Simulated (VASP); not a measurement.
# C (P1) in VASP: single point with r2SCAN

Aim: the single point of C with r2SCAN.

All numbers are computed with VASP 6.6.1; they aren't measurements. Logs are shortened: lines on timing, memory, paths and dates and some standing lists are left out, and cuts for length are marked.

## (1) The cell of the first run

The typed cell holds 8 atoms: a = 4.833 Å, b = 4.873 Å, c = 2.550 Å, α = 90.02°, β = 91.31°, γ = 128.01°.

## (2) Single point, r2SCAN (atoms moved at random and the cell strained at random)

The input, POSCAR:

```
C
1.0
    2.1035908140     -4.3503942018     -0.0560450399
    2.1503737870      4.3730990543     -0.0006206322
   -0.0334648432      0.0158854923      2.5492818185
C
8
Direct
    0.6354309494      0.9725309093     -0.0037711999
    0.3555096450      0.0248293375     -0.0067581949
    0.0255683366      0.3547671488     -0.0046790249
    0.9930254161      0.6533502501      0.0133946275
    0.4072588368      0.2275171349      0.4949969967
    0.5970659230      0.7663756302      0.5143068791
    0.7500152094      0.5871837337      0.4988552980
    0.2361256837      0.4134458555      0.4936546183
```

The input, INCAR.step1:

```
ALGO     = Normal         # electronic algorithm
EDIFF    = 1E-5           # SCF threshold, eV
ENCUT    = 910            # plane-wave cutoff, eV
GGA      = PE             # functional
GGA_COMPAT= False        
ISMEAR   = 0              # smearing method
LASPH    = True           # aspherical terms in the spheres
LCHARG   = False          # write CHGCAR
LREAL    = False          # projectors in reciprocal space
LWAVE    = True           # write WAVECAR
NBANDS   = 26             # bands
NELM     = 120            # most SCF steps
PREC     = Accurate       # precision mode
SIGMA    = 0.05           # smearing width, eV
```

The input, INCAR.step2:

```
ALGO     = Normal         # electronic algorithm
EDIFF    = 1E-6           # SCF threshold, eV
ENCUT    = 910            # plane-wave cutoff, eV
GGA_COMPAT= False        
ISIF     = 2              # what is computed and relaxed
ISMEAR   = 0              # smearing method
ISTART   = 1            
LASPH    = True           # aspherical terms in the spheres
LCHARG   = False          # write CHGCAR
LMIXTAU  = True         
LREAL    = False          # projectors in reciprocal space
LWAVE    = False          # write WAVECAR
METAGGA  = R2SCAN         # meta-GGA
NBANDS   = 26             # bands
NELM     = 120            # most SCF steps
PREC     = Accurate       # precision mode
SIGMA    = 0.05           # smearing width, eV
```

The input, KPOINTS:

```
k-points
0
Gamma
  6 6 10
```

Potentials or basis: VASP PAW PBE potentials, release 64 (C_h).

Started as:

```console
> cat potpaw_PBE.64/C_h/POTCAR > POTCAR
> cp INCAR.step1 INCAR
> mpirun -np 1 vasp_std > vasp.out
> cp INCAR.step2 INCAR
> mpirun -np 1 vasp_std > vasp.out
```

OUTCAR:

```text
EDIFF = 1E-6
   ENCUT = 910
   ISIF = 2
   ISMEAR = 0
   ISTART = 1
   LASPH = True
   LREAL = False
   METAGGA = R2SCAN
   NELM = 120
   PREC = Accurate

 ion  position               nearest neighbor table
   1  0.635  0.973  0.996-   6 1.52   2 1.52
   2  0.356  0.025  0.993-   1 1.52
   3  0.026  0.355  0.995-   8 1.52
   4  0.993  0.653  0.013-
   5  0.407  0.228  0.495-   7 1.50
   6  0.597  0.766  0.514-   7 1.45   8 1.52   1 1.52
   7  0.750  0.587  0.499-   6 1.45   5 1.50
   8  0.236  0.413  0.494-   6 1.52   3 1.52

  LATTYP: Found a triclinic cell.
 ALAT       =     4.2544025827
 B/A-ratio  =     1.1454493224
 C/A-ratio  =     0.5992735521
 COS(alpha) =     0.0003280022
 COS(beta)  =     0.0264090720
 COS(gamma) =     0.4460103931

  Lattice vectors:

 A1 = (  -4.2539646010,  -0.0227048525,   0.0566656721)
 A2 = (  -2.1503737870,  -4.3730990543,   0.0006206322)
 A3 = (  -0.0334648432,   0.0158854923,   2.5492818185)

Analysis of symmetry for initial positions (statically):
=====================================================================
 Subroutine PRICEL returns:
 Original cell was already a primitive cell.

 Routine SETGRP: Setting up the symmetry group for a
 triclinic supercell.

 Subroutine GETGRP returns: Found  1 space group operations
 (whereof  1 operations were pure point group operations)
 out of a pool of  2 trial point group operations.

The static configuration has the point symmetry C_1 .

Analysis of symmetry for dynamics (positions and initial velocities):
=====================================================================
 Subroutine PRICEL returns:
 Original cell was already a primitive cell.

 Routine SETGRP: Setting up the symmetry group for a
 triclinic supercell.

 Subroutine GETGRP returns: Found  1 space group operations
 (whereof  1 operations were pure point group operations)
 out of a pool of  2 trial point group operations.

The dynamic configuration has the point symmetry C_1 .

 Subroutine INISYM returns: Found  1 space group operations
 (whereof  1 operations are pure point group operations),
 and found     1 'primitive' translations

----------------------------------------------------------------------------------------

[... 100 lines left out ...]
   LSORBIT =      F    spin-orbit coupling
   LASPH  =      T    aspherical Exc in radial PAW
   ENCUT  =  910.0 eV  66.88 Ry    8.18 a.u.  11.89 11.99  6.27*2*pi/ulx,y,z
   NELM   =    120;   NELMIN=  2; NELMDL=  0     # of ELM steps
   EDIFF  = 0.1E-05   stopping-criterion for ELM
   LREAL  =      F    real-space projection
   EDIFFG = 0.1E-04   stopping-criterion for IOM
   NSW    =      0    number of steps for IOM
   IBRION =     -1    ionic relax: 0-MD 1-quasi-New 2-CG
   NFREE  =      0    steps in history (QN), initial steepest desc. (CG)
   ISIF   =      2    stress and relaxation
   ISYM   =      2    0-nonsym 1-usesym 2-fastsym
   POTIM  = 0.5000    time-step for ionic-motion
   TEBEG  =    0.0;   TEEND  =   0.0 temperature during run
   PSTRESS=    0.0 pullay stress
   NELECT =      32.0000    total number of electrons
   NUPDOWN=      -1.0000    fix difference up-down
   EMIN   =  10.00;   EMAX   =-10.00  energy-range for DOS
   EFERMI =   0.00;   METHOD = LEGACY
   ISMEAR =     0;   SIGMA  =   0.05  broadening in eV -4-tet -1-fermi 0-gaus
   EFERMI_NEDOS =   21; number of points for ismear=-14 and -15
   IALGO  =     38    algorithm
   IMIX   =      4    mixing-type and parameters
     AMIX     =   0.40;   BMIX     =  1.00
     AMIX_MAG =   1.60;   BMIX_MAG =  1.00
  volume/ion in A,a.u.               =       5.91        39.89
  Fermi-wavevector in a.u.,A,eV,Ry     =   1.437263  2.716032 28.105874  2.065723
  Thomas-Fermi vector in A             =   2.556360
   LORBIT       =      0    0 simple, 1 ext, 2 COOP (PROOUT), +10 PAW based schemes
   METAGGA = R2SCAN    functional components
   LHFCALC =     F    Hartree Fock is set to
   AEXX    =    0.0000 exact exchange contribution
   IVDW    =     0    specifies the selected vdW correction
   LEPSILON=     F    determine dielectric tensor
   LRPA    =     F    only Hartree local field effects (RPA)
 non-spin polarized calculation
 Gauss-broadening in eV      SIGMA  =   0.05
  energy-cutoff  :      910.00
  volume of cell :       47.29
 maximum number of plane-waves:      2966
   NGX = 23   NGY = 23   NGZ = 13

 number of electron      32.0000000 magnetization

 Free energy of the ion-electron system (eV)
  ---------------------------------------------------
  ext. energy  EPLUGINS =         0.00000000
  ---------------------------------------------------
  free energy    TOTEN  =       -76.96212472 eV

  energy without entropy =      -76.96212472  energy(sigma->0) =      -76.96212472

 E-fermi :  11.1560     XC(G=0): -13.9724

 val. band max:       10.9053711091   @ k =   0.5000   0.5000   0.0000
 cond. band min:      13.7252060359   @ k =   0.5000   0.5000   0.3000
 fundamental gap:      2.8198349268
 Fermi energy:        11.1559831673

 k-point     1 :       0.0000    0.0000    0.0000
  band No.  band energies     occupation
      1     -12.2522      2.00000
      2      -6.6252      2.00000
      3      -6.2054      2.00000
      4      -5.1126      2.00000
      5      -4.6088      2.00000
      6      -2.0581      2.00000
[... 685 lines left out ...]
     25      20.8202      0.00000
     26      21.1016      0.00000

 [... further k-points ...]
[... 5 lines left out ...]
  --------------------------------------------------------------------------------------
  -------------------------------------------------------------------------------------
  Total        0.9238005      1.9849655     -6.0236596     -0.8833560     -1.6807424      3.2977072
  in kB       31.2984312     67.2507861   -204.0820539    -29.9281688    -56.9436814    111.7265756
  external PRESSURE =     -35.1776122 kB  Pullay stress =       0.0000000 kB

 VOLUME and BASIS-vectors are now :
 -----------------------------------------------------------------------------
  energy-cutoff  :      910.00
  volume of cell :       47.29
      direct lattice vectors                 reciprocal lattice vectors
     2.103590814 -4.350394202 -0.056045040     0.235744386 -0.115921495  0.003817004
     2.150373787  4.373099054 -0.000620632     0.234501382  0.113360306  0.002371949
    -0.033464843  0.015885492  2.549281818     0.005239845 -0.002520894  0.392351834

 POSITION                                       TOTAL-FORCE (eV/Angst)
 -----------------------------------------------------------------------------------
      3.39465      1.50442      2.50345         2.284555     -1.435832      0.987099
      0.76800     -1.42225      2.51211        -1.049223     -0.403075      0.411493
      0.78336      1.45601      2.53570        -0.441034      0.790127      0.120351
      3.49342     -1.46267     -0.02191        -2.273774      2.172534     -1.273214
      1.32939     -0.76892      1.23892        -0.693374      0.309614     -0.136036
      2.88677      0.76213      1.27717         0.509080      3.528270     -1.497032
      2.82370     -0.68712      1.22932         4.011629     -5.211676      0.872659
      1.36925      0.78864      1.24497        -2.347859      0.250037      0.514681
 -----------------------------------------------------------------------------------
    total drift:                                0.000001     -0.000022     -0.000437

  FREE ENERGIE OF THE ION-ELECTRON SYSTEM (eV)
  ---------------------------------------------------
  free  energy   TOTEN  =       -76.9621247187 eV

  energy  without entropy=      -76.9621247187  energy(sigma->0) =      -76.96212472
```

OSZICAR.step1:

```text
N       E                     dE             d eps       ncg     rms          rms(c)
DAV:   1     0.130878878089E+03    0.13088E+03   -0.23789E+04  9568   0.188E+03
DAV:   2    -0.621987874606E+02   -0.19308E+03   -0.17749E+03 12880   0.296E+02
DAV:   3    -0.735217972958E+02   -0.11323E+02   -0.11185E+02 12938   0.662E+01
DAV:   4    -0.736860715485E+02   -0.16427E+00   -0.16377E+00 12940   0.802E+00
DAV:   5    -0.736899301525E+02   -0.38586E-02   -0.38547E-02 12920   0.119E+00    0.955E+00
DAV:   6    -0.716944038439E+02    0.19955E+01   -0.14121E+00 11510   0.703E+00    0.523E+00
DAV:   7    -0.710671610521E+02    0.62724E+00   -0.14759E+00 11620   0.684E+00    0.888E-01
DAV:   8    -0.710732397961E+02   -0.60787E-02   -0.46085E-02 13204   0.148E+00    0.392E-01
DAV:   9    -0.710757260608E+02   -0.24863E-02   -0.54915E-03 11662   0.558E-01    0.821E-02
DAV:  10    -0.710759056315E+02   -0.17957E-03   -0.45714E-04 12776   0.144E-01    0.214E-02
DAV:  11    -0.710759385198E+02   -0.32888E-04   -0.38670E-05 12468   0.457E-02    0.104E-02
DAV:  12    -0.710759465233E+02   -0.80036E-05   -0.77597E-06  8338   0.201E-02
   1 F= -.71075947E+02 E0= -.71075947E+02  d E =-.735448E-15
```

Run time: 13 min. Hardware: 1 thread of Intel Xeon 6975P-C (Granite Rapids), shared host; peak memory 0.49 GiB.

What came out:

* Free energy: -76.9621 eV
* Pressure: -3.5 GPa
* Largest force: 6.634 eV/Å
* Band gap on the k mesh: 2.82 eV (least direct gap 4.60 eV)

Forces in eV/Å, atoms in the order of the input:
```
C    2.285 -1.436  0.987
C   -1.049 -0.403  0.411
C   -0.441  0.790  0.120
C   -2.274  2.173 -1.273
C   -0.693  0.310 -0.136
C    0.509  3.528 -1.497
C    4.012 -5.212  0.873
C   -2.348  0.250  0.515
```

Stress tensor (GPa, compression positive):
```
  3.13  -2.99  11.17
 -2.99   6.73  -5.69
 11.17  -5.69 -20.41
```

Caveat: the cell differs from its parent crystal (atoms moved at random and the cell strained at random); the stress differs along the axes, from -20 to 7 GPa; the PAW data sets were made with another functional, which shifts forces and pressure a little.
